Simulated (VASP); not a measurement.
Set up this calculation in VASP 6.6.1, as the native input.

```
Task                   : single point
Functional             : PBE
Potentials or basis    : VASP PAW PBE potentials, release 64 (Cu_sv_GW, B)
Cutoff                 : 820 eV
k mesh                 : 12 × 12 × 10
Occupations            : gaussian, width 0.1 eV
Spin                   : no spin polarisation
Dipole correction      : no
Further INCAR settings : ALGO = Normal; EDIFF = 1e-06; NBANDS = 26
```

The structure of CuB5 lies in POSCAR:

```
CuB5
1.0
    3.7826838804      0.0000000000      0.0000000000
   -1.8913419402      3.2759003349      0.0000000000
    0.0000000000      0.0000000000      4.1648297878
Cu B
1 5
Direct
    0.0000000000      0.0000000000      0.5000000000
    0.5000000000      0.0000000000      0.5000000000
    0.0000000000      0.5000000000      0.5000000000
    0.5000000000      0.5000000000      0.5000000000
    0.3333333333      0.6666666667      0.0000000000
    0.6666666667      0.3333333333      0.0000000000
```

The cell was generated, and may not be a known phase.

The input as run:

INCAR

```
SYSTEM = CuB5
PREC = Accurate
ENCUT = 820
EDIFF = 1E-6
ISMEAR = 0
SIGMA = 0.1
LREAL = .FALSE.
LASPH = .TRUE.
NELM = 120
ALGO = Normal
ISIF = 2
LWAVE = .FALSE.
LCHARG = .FALSE.
GGA = PE
NBANDS = 26
GGA_COMPAT = .FALSE.
```

KPOINTS

```
Automatic mesh
0
G
  12 12 10
  0 0 0
```

Potentials or basis: VASP PAW PBE potentials, release 64 (Cu_sv_GW, B).

The run is started by

```bash
$ cat potpaw_PBE.64/Cu_sv_GW/POTCAR potpaw_PBE.64/B/POTCAR > POTCAR
$ mpirun -np 1 vasp_std > vasp.out
```

Results of the run:

The pressure is -0.1 GPa and the band gap on the k mesh is zero (bands 17 and 18 overlap by 3.77 eV).

It took 3.6 min on 1 thread of Intel(R) Xeon(R) Platinum 8488C (Sapphire Rapids), with other jobs on the host, peak memory 0.45 GiB.
